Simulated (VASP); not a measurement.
# AgCl (Pm-3m) in VASP: single point with HSE06

Aim: the single point of AgCl with HSE06.

Program: VASP 6.6.1. These are calculated values, not measurements. Logs are shortened: lines on timing, memory, paths and dates and some standing lists are left out, and cuts for length are marked.

## (1) The cell of the first run

The structure is cubic, space group Pm-3m (No. 221). The conventional cell has a = 3.396 Å, b = 3.396 Å, c = 3.396 Å, α = 90.00°, β = 90.00°, γ = 90.00°. Ag (site symmetry m-3m) has 8 Cl at 2.94 Å and 6 Ag at 3.40 Å within 3.9 Å. Cl (site symmetry m-3m) has 8 Ag at 2.94 Å and 6 Cl at 3.40 Å within 3.9 Å.

## (2) Single point, HSE06

POSCAR

```
AgCl
1.0
    3.3955880235      0.0000000000      0.0000000000
    0.0000000000      3.3955880235      0.0000000000
    0.0000000000      0.0000000000      3.3955880235
Ag Cl
1 1
Direct
    0.0000000000      0.0000000000      0.0000000000
    0.5000000000      0.5000000000      0.5000000000
```

INCAR.step1

```
  PREC = Accurate
  ENCUT = 520
  EDIFF = 1E-5
  ISMEAR = 0
  SIGMA = 0.01
  LREAL = False
  LASPH = True
  NELM = 80
  ALGO = Normal
  ISIF = 2
  LWAVE = True
  GGA = PE
  NBANDS = 16
```

INCAR.step2

```
  PREC = Accurate
  ENCUT = 520
  EDIFF = 1E-6
  ISMEAR = 0
  SIGMA = 0.01
  LREAL = False
  LASPH = True
  NELM = 80
  ALGO = Normal
  ISIF = 2
  LWAVE = False
  LCHARG = True
  GGA = PE
  LHFCALC = True
  HFSCREEN = 0.2079
  PRECFOCK = Normal
  LELF = True
  LVHAR = True
  ISTART = 1
  NBANDS = 16
```

KPOINTS

```
regular mesh
0
Gamma
  6 6 6
```

Potentials or basis: VASP PAW PBE potentials, release 64 (Ag, Cl).

On the command line:

```console
> cat potpaw_PBE.64/Ag/POTCAR potpaw_PBE.64/Cl/POTCAR > POTCAR
> cp INCAR.step1 INCAR
> mpirun -np 1 vasp_std > vasp.out
> cp INCAR.step2 INCAR
> mpirun -np 1 vasp_std > vasp.out
```

OUTCAR:

```text
PREC = Accurate
   ENCUT = 520
   EDIFF = 1E-6
   ISMEAR = 0
   LREAL = False
   LASPH = True
   NELM = 80
   ISIF = 2
   GGA = PE
   LHFCALC = True
   HFSCREEN = 0.2079
   PRECFOCK = Normal
   ISTART = 1

 ion  position               nearest neighbor table
   1  0.000  0.000  0.000-   2 2.94   2 2.94   2 2.94   2 2.94   2 2.94   2 2.94   2 2.94   2 2.94

   2  0.500  0.500  0.500-   1 2.94   1 2.94   1 2.94   1 2.94   1 2.94   1 2.94   1 2.94   1 2.94

  LATTYP: Found a simple cubic cell.
 ALAT       =     3.3955880235

  Lattice vectors:

 A1 = (   3.3955880235,   0.0000000000,   0.0000000000)
 A2 = (   0.0000000000,   3.3955880235,   0.0000000000)
 A3 = (   0.0000000000,   0.0000000000,   3.3955880235)

Analysis of symmetry for initial positions (statically):
=====================================================================
 Subroutine PRICEL returns:
 Original cell was already a primitive cell.

 Routine SETGRP: Setting up the symmetry group for a
 simple cubic supercell.

 Subroutine GETGRP returns: Found 48 space group operations
 (whereof 48 operations were pure point group operations)
 out of a pool of 48 trial point group operations.

The static configuration has the point symmetry O_h .

Analysis of symmetry for dynamics (positions and initial velocities):
=====================================================================
 Subroutine PRICEL returns:
 Original cell was already a primitive cell.

 Routine SETGRP: Setting up the symmetry group for a
 simple cubic supercell.

 Subroutine GETGRP returns: Found 48 space group operations
 (whereof 48 operations were pure point group operations)
 out of a pool of 48 trial point group operations.

The dynamic configuration has the point symmetry O_h .

 Subroutine INISYM returns: Found 48 space group operations
 (whereof 48 operations are pure point group operations),
 and found     1 'primitive' translations

----------------------------------------------------------------------------------------

                                     Primitive cell

  volume of cell :      39.1512

  direct lattice vectors                    reciprocal lattice vectors
     3.395588024  0.000000000  0.000000000     0.294499802  0.000000000  0.000000000
[... 85 lines left out ...]
   IBRION =     -1    ionic relax: 0-MD 1-quasi-New 2-CG
   NFREE  =      0    steps in history (QN), initial steepest desc. (CG)
   ISIF   =      2    stress and relaxation
   ISYM   =      3    0-nonsym 1-usesym 2-fastsym
   POTIM  = 0.5000    time-step for ionic-motion
   TEBEG  =    0.0;   TEEND  =   0.0 temperature during run
   PSTRESS=    0.0 pullay stress
   NELECT =      18.0000    total number of electrons
   NUPDOWN=      -1.0000    fix difference up-down
   EMIN   =  10.00;   EMAX   =-10.00  energy-range for DOS
   EFERMI =   0.00;   METHOD = LEGACY
   ISMEAR =     0;   SIGMA  =   0.01  broadening in eV -4-tet -1-fermi 0-gaus
   EFERMI_NEDOS =   21; number of points for ismear=-14 and -15
   IALGO  =     38    algorithm
   IMIX   =      1    mixing-type and parameters
     AMIX     =   0.40;   BMIX     =  1.00
     AMIX_MAG =   1.60;   BMIX_MAG =  1.00
  volume/ion in A,a.u.               =      19.58       132.10
  Fermi-wavevector in a.u.,A,eV,Ry     =   1.263525  2.387717 21.721656  1.596497
  Thomas-Fermi vector in A             =   2.396878
   LORBIT       =      0    0 simple, 1 ext, 2 COOP (PROOUT), +10 PAW based schemes
   GGA     = PE    functional components
   LHFCALC =     T    Hartree Fock is set to
   PRECFOCK=normal    Normal, Fast or Accurate (Low or Medium for compatibility)
   ENCUT4O =  -1.0   cutoff for four orbital integrals eV
   NKREDX  =     1    reduce k-point grid by
   NKREDY  =     1    reduce k-point grid by
   NKREDZ  =     1    reduce k-point grid by
   AEXX    =    0.2500 exact exchange contribution
   HFSCREEN=    0.2079 screening length (either q_TF or 0.3 A-1)
   HFSCREENC=   0.2079 screening length for correlation (either q_TF or 0.3 A-1)
   ENCUTFOCK=  -1.0 apply spherical cutoff to Coloumb kernel
   IVDW    =     0    specifies the selected vdW correction
   LEPSILON=     F    determine dielectric tensor
   LRPA    =     F    only Hartree local field effects (RPA)
 non-spin polarized calculation
 Gauss-broadening in eV      SIGMA  =   0.01
  energy-cutoff  :      520.00
  volume of cell :       39.15
 maximum number of plane-waves:      1068
 NGX is ok and might be reduce to    28
  NGX = 20; NGY = 20; NGZ = 20

 number of electron      18.0000002 magnetization

 Free energy of the ion-electron system (eV)
  ---------------------------------------------------
  ext. energy  EPLUGINS =         0.00000000
  ---------------------------------------------------
  free energy    TOTEN  =        -6.34696717 eV

  energy without entropy =       -6.34696717  energy(sigma->0) =       -6.34696717

 E-fermi :   3.4603     XC(G=0):  -8.6787

 val. band max:        3.3542097924   @ k =   0.5000   0.0000   0.0000
 cond. band min:       5.3506006946   @ k =   0.0000   0.0000   0.0000
 fundamental gap:      1.9963909022
 Fermi energy:         3.4602502024

 k-point     1 :       0.0000    0.0000    0.0000
  band No.  band energies     occupation
      1     -12.6414      2.00000
      2      -0.0098      2.00000
      3      -0.0098      2.00000
      4       0.9756      2.00000
      5       0.9756      2.00000
      6       0.9756      2.00000
[... 357 lines left out ...]
      3      -1.6331      2.00000
      4      -1.6331      2.00000
      5       1.3936      2.00000
      6       1.3936      2.00000
[... 8 lines left out ...]
     15      23.0312      0.00000
     16      23.0312      0.00000

------------------------ aborting loop because EDIFF is reached ----------------------------------------

  FORCE on cell =-STRESS in cart. coord.  units (eV):
  Direction    XX          YY          ZZ          XY          YZ          ZX
  --------------------------------------------------------------------------------------
  -------------------------------------------------------------------------------------
  Total        0.2719263      0.2719263      0.2719263     -0.0000000     -0.0000000      0.0000000
  in kB       11.1279908     11.1279908     11.1279908     -0.0000000     -0.0000000      0.0000000
  external PRESSURE =      11.1279908 kB  Pullay stress =       0.0000000 kB

 VOLUME and BASIS-vectors are now :
 -----------------------------------------------------------------------------
  energy-cutoff  :      520.00
  volume of cell :       39.15
      direct lattice vectors                 reciprocal lattice vectors
     3.395588024  0.000000000  0.000000000     0.294499802  0.000000000  0.000000000
     0.000000000  3.395588024  0.000000000     0.000000000  0.294499802  0.000000000
     0.000000000  0.000000000  3.395588024     0.000000000  0.000000000  0.294499802

 POSITION                                       TOTAL-FORCE (eV/Angst)
 -----------------------------------------------------------------------------------
      0.00000      0.00000      0.00000         0.000000      0.000000      0.000000
      1.69779      1.69779      1.69779         0.000000      0.000000      0.000000
 -----------------------------------------------------------------------------------
    total drift:                                0.000000      0.000000      0.000000

  FREE ENERGIE OF THE ION-ELECTRON SYSTEM (eV)
  ---------------------------------------------------
  free  energy   TOTEN  =        -6.3469671740 eV

  energy  without entropy=       -6.3469671740  energy(sigma->0) =       -6.34696717
```

OSZICAR.step1:

```text
N       E                     dE             d eps       ncg     rms          rms(c)
DAV:   1     0.102496598068E+03    0.10250E+03   -0.87352E+03   656   0.103E+03
DAV:   2    -0.177009711514E+01   -0.10427E+03   -0.95902E+02   808   0.224E+02
DAV:   3    -0.538559188063E+01   -0.36155E+01   -0.36071E+01   760   0.440E+01
DAV:   4    -0.540898610104E+01   -0.23394E-01   -0.23393E-01   824   0.381E+00
DAV:   5    -0.540925794132E+01   -0.27184E-03   -0.27184E-03   808   0.399E-01    0.590E+00
DAV:   6    -0.512726964564E+01    0.28199E+00   -0.35595E-01   744   0.853E+00    0.394E+00
DAV:   7    -0.511808070043E+01    0.91889E-02   -0.13539E-01   672   0.245E+00    0.215E+00
DAV:   8    -0.511482552034E+01    0.32552E-02   -0.70528E-03   752   0.849E-01    0.400E-01
DAV:   9    -0.511455773279E+01    0.26779E-03   -0.66164E-04   832   0.382E-01    0.525E-02
DAV:  10    -0.511458565073E+01   -0.27918E-04   -0.11649E-04   768   0.112E-01    0.436E-02
DAV:  11    -0.511459182217E+01   -0.61714E-05   -0.55573E-06   464   0.206E-02
   1 F= -.51145918E+01 E0= -.51145918E+01  d E =-.967586E-61
```

Wall time 26 min (1 thread of Intel Xeon Platinum 8488C (Sapphire Rapids), shared host); peak memory 0.28 GiB.

What came out:

| Property | Result |
| --- | --- |
| Free energy | -6.3470 eV |
| Pressure | 1.1 GPa |
| Band gap on the k mesh | 2.00 eV, indirect (least direct gap 3.57 eV) |

Caveat: the PAW data sets were made with another functional, which shifts forces and pressure a little.
